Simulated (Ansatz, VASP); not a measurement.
## Two plane-wave programs on In2SnTe2

```
In Sn Te
1.0
     5.03851    0.00000    0.00000
     0.00000    5.03851    0.00000
     0.00000    0.00000    6.97454
In Sn Te
2 1 2
Cartesian
  0.0000 0.0000 4.8296
  0.0000 0.0000 2.1450
  2.5193 2.5193 3.4873
  0.0000 0.0000 0.0000
  2.5193 2.5193 0.0000
```

Alike in both runs: task single point; functional PBE; k mesh 4 × 4 × 4; occupations gaussian, width 0.1 eV; no spin polarisation.

```csv
,VASP,Ansatz
version,VASP 6.6.1,Ansatz 0.2.0
potentials or method,"VASP PAW PBE potentials, release 64 (In_d, Sn_d, Te), cutoff 520 eV","scalar-relativistic, plane waves, PAW"
valence electrons in the cell,52,72
```

|  | VASP | Ansatz | Ansatz less VASP |
| --- | --- | --- | --- |
| gap on the k mesh at the Fermi level (eV) | none | none | - |
| pressure (GPa) | 14.5 | 14.7 | +0.28 |
| traceless stress, the component that is largest in VASP (GPa) | 31.93 | 32.48 | +0.548 |
| rms of the force components (eV/Å) | 4.583 | 4.651 | +0.0681 |

Atom by atom the forces differ by 0.068 eV/Å (rms over components). A gap of «none» marks a metal or a gap that the smearing closes. VASP's potentials hold 52 valence electrons a cell and Ansatz's 72, so a difference there can come from the potentials and not from the codes.

Spin-orbit coupling is off throughout.
